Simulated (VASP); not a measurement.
Wanted: the native input for a VASP 6.6.1 run.

```
Task                   : single point
Functional             : PBE
Potentials or basis    : VASP PAW PBE potentials, release 64 (Li_sv, H)
Cutoff                 : 750 eV
k mesh                 : 10 × 10 × 10
Occupations            : gaussian, width 0.05 eV
Spin                   : no spin polarisation
Dipole correction      : no
Further INCAR settings : ALGO = Normal; EDIFF = 1e-06; NBANDS = 9
```

The structure of LiH lies in POSCAR:

```
LiH
1.0
    0.0000000000      2.0325000000      2.0325000000
    2.0325000000      0.0000000000      2.0325000000
    2.0325000000      2.0325000000      0.0000000000
Li H
1 1
Direct
    0.0000000000      0.0000000000      0.0000000000
    0.4715940827      0.4715940827      0.4715940827
```

This cell differs from its parent crystal: all H atoms moved -0.200 Å, as atom 2 along Cartesian [1 1 1].

One way to write it, as run:

INCAR

```
PREC = Accurate ; ENCUT = 750
EDIFF = 1E-6 ; ISMEAR = 0
SIGMA = 0.05 ; LREAL = F
LASPH = T ; NELM = 120
ALGO = Normal ; ISIF = 2
LWAVE = F ; LCHARG = F
GGA = PE ; NBANDS = 9
GGA_COMPAT = F
```

KPOINTS

```
regular mesh
0
Gamma
  10 10 10
```

Potentials or basis: VASP PAW PBE potentials, release 64 (Li_sv, H).

Command:

```bash
$ cat potpaw_PBE.64/Li_sv/POTCAR potpaw_PBE.64/H/POTCAR > POTCAR
$ mpirun -np 1 vasp_std > vasp.out
```

It gave:

* Pressure: -1.1 GPa
* Largest force: 0.187 eV/Å
* Band gap on the k mesh: 3.23 eV, direct

Caveat: the cell differs from its parent crystal (all H atoms moved -0.200 Å, as atom 2 along Cartesian [1 1 1]).

Run time: 11 s on 1 thread of Intel(R) Xeon(R) 6975P-C (Granite Rapids), with other jobs on the host, peak memory 0.16 GiB.
